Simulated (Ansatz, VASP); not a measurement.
# One calculation of Ru, two programs

INCAR

```
PREC = Accurate ; ENCUT = 520
EDIFF = 1E-7 ; ISMEAR = 0
SIGMA = 0.15 ; LREAL = F
LASPH = T ; NELM = 60
ALGO = Fast ; ISIF = 2
LWAVE = F ; LCHARG = F
GGA = PE ; NBANDS = 21
```

KPOINTS

```
Automatic mesh
0
Gamma
  24 24 12
```

File POSCAR:

```
Ru
1.0
    3.1116692344      0.0000000000      0.0000000000
   -1.5558346172      1.9917973168      0.0000000000
    0.0000000000      0.0000000000      4.2819000000
Ru
2
Direct
    0.3333333333      0.6666666667      0.2500000000
    0.6666666667      0.3333333333      0.7500000000
```

Input for Ansatz:

```yaml
crystal:
  lattice:
    - [3.1116692344, 0.0, 0.0]
    - [-1.5558346172, 1.9917973168, 0.0]
    - [0.0, 0.0, 4.2819]
  atoms:
    - { symbol: Ru, position: [0.3333333333, 0.6666666667, 0.25] }
    - { symbol: Ru, position: [0.6666666667, 0.3333333333, 0.75] }
basis:
  ecutwfc: 420
kpoints:
  mp_grid: { grid: [24, 24, 12] }
hamiltonian:
  xc: pbe
scf:
  occupations: { method: gaussian, width: 0.15 }
output:
  forces: true
  stress: true
  eigenvalues: true
```

Change from the starting cell: strain +0.1500 x Voigt [1, -1, 0, 0, 0, 0], atoms carried along.

Alike in both runs: task single point; functional PBE; k mesh 24 × 24 × 12; occupations gaussian, width 0.15 eV; no spin polarisation.

```csv
,VASP,Ansatz
version,VASP 6.6.1,Ansatz 0.2.0
potentials or method,"VASP PAW PBE potentials, release 64 (Ru_pv), cutoff 520 eV","scalar-relativistic, plane waves, PAW"
valence electrons in the cell,28,32
```

|  | VASP | Ansatz | Ansatz less VASP |
| --- | --- | --- | --- |
| gap on the k mesh at the Fermi level (eV) | none | none | - |
| pressure (GPa) | 28.3 | 28.2 | -0.10 |
| traceless stress, the component that is largest in VASP (GPa) | 33.16 | 33.14 | -0.020 |
| rms of the force components (eV/Å) | 0.724 | 0.721 | -0.0037 |

Atom by atom the forces differ by 0.004 eV/Å (rms over components). A gap of «none» marks a metal or a gap that the smearing closes. Both programs put the cell under a high pressure, so it lies far from rest at this level. VASP's potentials hold 28 valence electrons a cell and Ansatz's 32, so a difference there can come from the potentials and not from the codes.
